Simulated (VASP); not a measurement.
# LiTlSe2 (P-4m2) in VASP: a series of runs, part 2 of 2

VASP 6.6.1. Earlier steps stand in the parts before.

## 3. Single point, PBE

File INCAR:

```
  PREC = Accurate
  ENCUT = 750
  EDIFF = 1E-6
  ISMEAR = 1
  SIGMA = 0.05
  LREAL = False
  LASPH = True
  NELM = 120
  ALGO = Normal
  ISIF = 2
  LWAVE = False
  LCHARG = False
  GGA = PE
  NBANDS = 22
  GGA_COMPAT = False
```

File KPOINTS:

```
Automatic mesh
0
Gamma
  4 4 4
```

File POSCAR:

```
LiTlSe2
1.0
    4.2639248130      0.0000000000      0.0000000000
    0.0000000000      4.2639248130      0.0000000000
    0.0000000000      0.0000000000      5.9802485926
Li Se Tl
1 2 1
Direct
    0.0000000000      0.0000000000      0.0000000000
    0.0000000000      0.5000000000      0.2292133967
    0.5000000000      0.0000000000      0.7707866033
    0.5000000000      0.5000000000      0.5000000000
```

Potentials or basis: VASP PAW PBE potentials, release 64 (Li_sv, Se, Tl_d).

Command:

```sh
$ cat potpaw_PBE.64/Li_sv/POTCAR potpaw_PBE.64/Se/POTCAR potpaw_PBE.64/Tl_d/POTCAR > POTCAR
$ mpirun -np 1 vasp_std > vasp.out
```

OUTCAR:

```text
PREC = Accurate
   ENCUT = 750
   EDIFF = 1E-6
   ISMEAR = 1
   LREAL = False
   LASPH = True
   NELM = 120
   ISIF = 2
   GGA = PE

 ion  position               nearest neighbor table
   1  0.000  0.000  0.000-   2 2.53   3 2.53   2 2.53   3 2.53
   2  0.000  0.500  0.229-   1 2.53   1 2.53   4 2.68   4 2.68
   3  0.500  0.000  0.771-   1 2.53   1 2.53   4 2.68   4 2.68
   4  0.500  0.500  0.500-   2 2.68   3 2.68   3 2.68   2 2.68

  LATTYP: Found a simple tetragonal cell.
 ALAT       =     4.2639248130
 C/A-ratio  =     1.4025220554

  Lattice vectors:

 A1 = (   4.2639248130,   0.0000000000,   0.0000000000)
 A2 = (   0.0000000000,   4.2639248130,   0.0000000000)
 A3 = (   0.0000000000,   0.0000000000,   5.9802485926)

Analysis of symmetry for initial positions (statically):
=====================================================================
 Subroutine PRICEL returns:
 Original cell was already a primitive cell.
[... 163 lines left out ...]
  ---------------------------------------------------
  free energy    TOTEN  =       -13.57138298 eV

  energy without entropy =      -13.57147360  energy(sigma->0) =      -13.57141318

 E-fermi :   1.7876     XC(G=0):  -8.3659

 val. band max:        1.7455188847   @ k =   0.0000   0.0000   0.0000
 cond. band min:       2.1715280051   @ k =   0.0000   0.0000   0.0000
 fundamental gap:      0.4260091204
 Fermi energy:         1.7876123283

 k-point     1 :       0.0000    0.0000    0.0000
  band No.  band energies     occupation
      1     -42.7758      2.00000
      2     -10.6448      2.00000
      3     -10.3527      2.00000
      4      -9.0656      2.00000
      5      -9.0656      2.00000
      6      -8.9540      2.00000
[... 439 lines left out ...]
     21       9.5667      0.00000
     22      10.8488      0.00000

------------------------ aborting loop because EDIFF is reached ----------------------------------------

  FORCE on cell =-STRESS in cart. coord.  units (eV):
  Direction    XX          YY          ZZ          XY          YZ          ZX
  --------------------------------------------------------------------------------------
  -------------------------------------------------------------------------------------
  Total        0.9743533      0.9743533      0.9196565      0.0000000      0.0000000      0.0000000
  in kB       14.3578277     14.3578277     13.5518287      0.0000000      0.0000000      0.0000000
  external PRESSURE =      14.0891614 kB  Pullay stress =       0.0000000 kB

 VOLUME and BASIS-vectors are now :
 -----------------------------------------------------------------------------
  energy-cutoff  :      750.00
  volume of cell :      108.73
      direct lattice vectors                 reciprocal lattice vectors
     4.263924813  0.000000000  0.000000000     0.234525711  0.000000000  0.000000000
     0.000000000  4.263924813  0.000000000     0.000000000  0.234525711  0.000000000
     0.000000000  0.000000000  5.980248593     0.000000000  0.000000000  0.167217129

 POSITION                                       TOTAL-FORCE (eV/Angst)
 -----------------------------------------------------------------------------------
      0.00000      0.00000      0.00000         0.000000      0.000000      0.000000
      0.00000      2.13196      1.37075         0.000000      0.000000     -0.208899
      2.13196      0.00000      4.60950         0.000000      0.000000      0.208899
      2.13196      2.13196      2.99012         0.000000     -0.000000      0.000000
 -----------------------------------------------------------------------------------
    total drift:                               -0.000000      0.000000     -0.000000

  FREE ENERGIE OF THE ION-ELECTRON SYSTEM (eV)
  ---------------------------------------------------
  free  energy   TOTEN  =       -13.5713829782 eV

  energy  without entropy=      -13.5714735976  energy(sigma->0) =      -13.57141318
```

Wall time 93 s (1 thread of AMD EPYC 7R43 (Zen 3), shared host); peak memory 0.28 GiB.

Results:

| Quantity | Value |
| --- | --- |
| Free energy | -13.5714 eV |
| Pressure | 1.4 GPa |
| Largest force | 0.209 eV/Å |
| Band gap on the k mesh | 0.43 eV |

Forces on the atoms (eV/Å):
```
Li   0.000  0.000  0.000
Se   0.000  0.000 -0.209
Se   0.000  0.000  0.209
Tl   0.000  0.000  0.000
```

Stress tensor (GPa, compression positive):
```
1.44 0.00 0.00
0.00 1.44 0.00
0.00 0.00 1.36
```

Caveat: spin-orbit coupling is left out, which moves the levels of the heavy elements.

## 4. Single point, PBE-based screened hybrid with 50 % exact exchange

POSCAR is that of step 3.

File INCAR.step1:

```
ALGO     = Normal         # electronic algorithm
EDIFF    = 1E-5           # SCF threshold, eV
ENCUT    = 650            # plane-wave cutoff, eV
GGA      = PE             # functional
GGA_COMPAT= False        
ISIF     = 2              # what is computed and relaxed
ISMEAR   = 0              # smearing method
LASPH    = True           # aspherical terms in the spheres
LCHARG   = False          # write CHGCAR
LREAL    = False          # projectors in reciprocal space
LWAVE    = True           # write WAVECAR
NBANDS   = 22             # bands
NELM     = 120            # most SCF steps
PREC     = Accurate       # precision mode
SIGMA    = 0.01           # smearing width, eV
```

File INCAR.step2:

```
AEXX     = 0.5            # exact-exchange fraction
ALGO     = Normal         # electronic algorithm
EDIFF    = 1E-6           # SCF threshold, eV
ENCUT    = 650            # plane-wave cutoff, eV
GGA      = PE             # functional
GGA_COMPAT= False        
HFSCREEN = 0.3            # screening, 1/A
ISIF     = 2              # what is computed and relaxed
ISMEAR   = 0              # smearing method
ISTART   = 1            
LASPH    = True           # aspherical terms in the spheres
LCHARG   = False          # write CHGCAR
LHFCALC  = True           # exact exchange
LREAL    = False          # projectors in reciprocal space
LWAVE    = False          # write WAVECAR
NBANDS   = 22             # bands
NELM     = 120            # most SCF steps
PREC     = Accurate       # precision mode
PRECFOCK = Normal       
SIGMA    = 0.01           # smearing width, eV
```

File KPOINTS:

```
k-points
0
Gamma
  4 4 2
```

Command:

```sh
$ cat potpaw_PBE.64/Li_sv/POTCAR potpaw_PBE.64/Se/POTCAR potpaw_PBE.64/Tl_d/POTCAR > POTCAR
$ cp INCAR.step1 INCAR
$ mpirun -np 1 vasp_std > vasp.out
$ cp INCAR.step2 INCAR
$ mpirun -np 1 vasp_std > vasp.out
```

It took 37 min on 1 thread of AMD EPYC 7R43 (Zen 3), shared host; peak memory 0.36 GiB.

The run converged. Its results:

```
Free energy            : -18.0034 eV
Pressure               : -1.8 GPa
Largest force          : 0.370 eV/Å
Band gap on the k mesh : 1.66 eV
```

Forces in eV/Å, atoms in the order of the input:
```
Li   0.000  0.000  0.000
Se   0.000  0.000  0.370
Se   0.000  0.000 -0.370
Tl   0.000  0.000  0.000
```

Stress tensor (GPa, compression positive):
```
-1.68  0.00  0.00
 0.00 -1.68  0.00
 0.00  0.00 -1.92
```

Levels at points of the mesh, in eV from the valence-band top:
```csv
k point,band 11,band 12,band 13,band 14,band 15,band 16,band 17,band 18
"(0.00, 0.00, 0.00)",-1.85,-0.14,0.00,0.00,1.66,4.58,6.63,7.41
"(0.50, 0.00, 0.00)",-2.18,-1.84,-0.91,-0.65,3.64,6.93,7.06,7.84
"(0.50, 0.50, 0.00)",-2.23,-1.81,-1.81,-1.33,2.94,4.56,4.56,7.92
"(0.00, 0.00, 0.50)",-1.26,-1.26,-0.81,-0.81,3.41,4.72,6.49,8.28
"(0.50, 0.00, 0.50)",-0.84,-0.83,-0.64,-0.60,2.05,6.39,7.24,7.78
"(0.50, 0.50, 0.50)",-2.13,-2.13,-2.09,-1.78,4.68,6.70,6.70,8.64
```

Caveat: the k points lie up to 0.53 Å⁻¹ apart; the PAW data sets were made with another functional, which shifts forces and pressure a little; spin-orbit coupling is left out, which moves the levels of the heavy elements. A k mesh can miss the band edges.

## 5. Summary

```csv
level,k mesh,cutoff (eV),smearing,grid for exact exchange (PRECFOCK),share of exact exchange,screening parameter,gap on the mesh (eV),pressure (GPa),largest force (eV/Å)
PBE,4 × 4 × 4,750,methfessel-paxton 0.001 eV,-,-,-,0.43,1.4,0.21
PBE,4 × 4 × 4,750,methfessel-paxton 0.05 eV,-,-,-,0.43,1.4,0.21
PBE-based screened hybrid with 50 % exact exchange,4 × 4 × 2,650,gaussian 0.01 eV,Normal,0.5,0.3 1/Å,1.66,-1.8,0.37
```

Alike in all rows: task single point; potentials or basis VASP PAW PBE potentials, release 64 (Li_sv, Se, Tl_d); no spin polarisation; cell as given.

Caveats: some runs use coarse meshes; spin-orbit coupling is left out, which moves the levels of the heavy elements; the PAW data sets were made with another functional, which shifts forces and pressure a little (at least some runs).

Absolute energies hang on the potentials; compare differences alone.
